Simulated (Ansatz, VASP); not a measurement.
Lu in VASP and in Ansatz

```
CELL_PARAMETERS angstrom
0.00000 2.44092 2.44092
2.44092 0.00000 2.44092
2.44092 2.44092 0.00000
ATOMIC_POSITIONS crystal
Lu 0.00000 0.00000 0.00000
```

Change from the starting cell: volume scaled by 1, PAW files.

Alike in both runs: task single point; functional PBE; k mesh 15 × 15 × 15; occupations fermi-dirac, width 0.1 eV; no spin polarisation.

|  | VASP | Ansatz |
| --- | --- | --- |
| version | VASP 6.6.1 | Ansatz 0.2.0 |
| potentials or method | VASP PAW PBE potentials, release 64 (Lu) | PAW with Ansatz's default frozen-core files, scalar-relativistic |
| plane-wave cutoff (eV) | 520 | 420 |
| valence electrons in the cell | 25 | 25 |

|  | VASP | Ansatz | Ansatz less VASP |
| --- | --- | --- | --- |
| pressure (GPa) | 0.2 | 0.0 | -0.17 |

The functional is the same, so the differences come from potentials, cutoffs and numerics.

Neither program's run includes spin-orbit coupling.
